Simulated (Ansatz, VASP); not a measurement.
**Sc2BP3: VASP beside Ansatz**

Contents of INCAR:

```
PREC = Accurate ; ENCUT = 600
EDIFF = 1E-7 ; ISMEAR = 0
SIGMA = 0.1 ; LREAL = False
LASPH = True ; NELM = 100
ALGO = Normal ; ISIF = 3
LWAVE = False ; LCHARG = False
GGA = PE ; IBRION = 2
NSW = 90 ; EDIFFG = -0.04
```

Contents of KPOINTS:

```
regular mesh
0
Gamma
  4 6 4
```

File POSCAR:

```
Sc2BP3
1.0
    3.9235823364      0.0000000000      0.0000000000
    0.0000000000      3.2995142828      0.0000000000
   -1.8898620235      0.0000000000      7.1165790881
Sc B P
2 1 3
Direct
    0.5169920342      0.5000000000      0.2475377359
    0.9825995479      0.0000000000      0.7489372929
    0.6084781786      0.0000000000      0.9870963200
    0.3890697759      0.5000000000      0.6132295519
    0.1175099509      0.0000000000      0.3960563747
    0.8853505125      0.5000000000      0.0071427247
```

Input for Ansatz:

```yaml
crystal:
  lattice:
    - [3.9235823364, 0.0, 0.0]
    - [0.0, 3.2995142828, 0.0]
    - [-1.8898620235, 0.0, 7.1165790881]
  atoms:
    - { symbol: Sc, position: [0.5169920342, 0.5, 0.2475377359] }
    - { symbol: Sc, position: [0.9825995479, 0.0, 0.7489372929] }
    - { symbol: B, position: [0.6084781786, 0.0, 0.98709632] }
    - { symbol: P, position: [0.3890697759, 0.5, 0.6132295519] }
    - { symbol: P, position: [0.1175099509, 0.0, 0.3960563747] }
    - { symbol: P, position: [0.8853505125, 0.5, 0.0071427247] }
basis:
  ecutwfc: 420
kpoints:
  mp_grid: { grid: [4, 6, 4] }
hamiltonian:
  xc: pbe
scf:
  occupations: { method: gaussian, width: 0.1 }
  lower_state_search: "off"
output:
  forces: true
  stress: true
  eigenvalues: true
relax:
  adjacent_minimum: "off"
  f_tol: 0.04
  max_steps: 70
  cell: { stress_tol: 0.4 }
```

Change from the starting cell: the structure that the rattled cell fell into.

Alike in both runs: task relaxation of cell and atoms; functional PBE; k mesh 4 × 6 × 4; occupations gaussian, width 0.1 eV; no spin polarisation.

|  | VASP | Ansatz |
| --- | --- | --- |
| version | VASP 6.6.1 | Ansatz 0.2.0 |
| potentials or method | VASP PAW PBE potentials, release 64 (Sc_sv, B, P), cutoff 600 eV | scalar-relativistic, plane waves, PAW |
| valence electrons in the cell | 40 | 40 |

|  | VASP | Ansatz | Ansatz less VASP |
| --- | --- | --- | --- |
| gap on the k mesh at the Fermi level, each at its own relaxed structure (eV) | none | none | - |
| relaxed volume (Å³/atom) | 15.43 | 15.44 | +0.009 |
| relaxed cell length with the largest relative difference (Å) | 4.044 | 4.036 | -0.0079 |

A gap of «none» marks a metal or a gap that the smearing closes.

The k mesh is coarse, so the values compare programs but aren't converged.
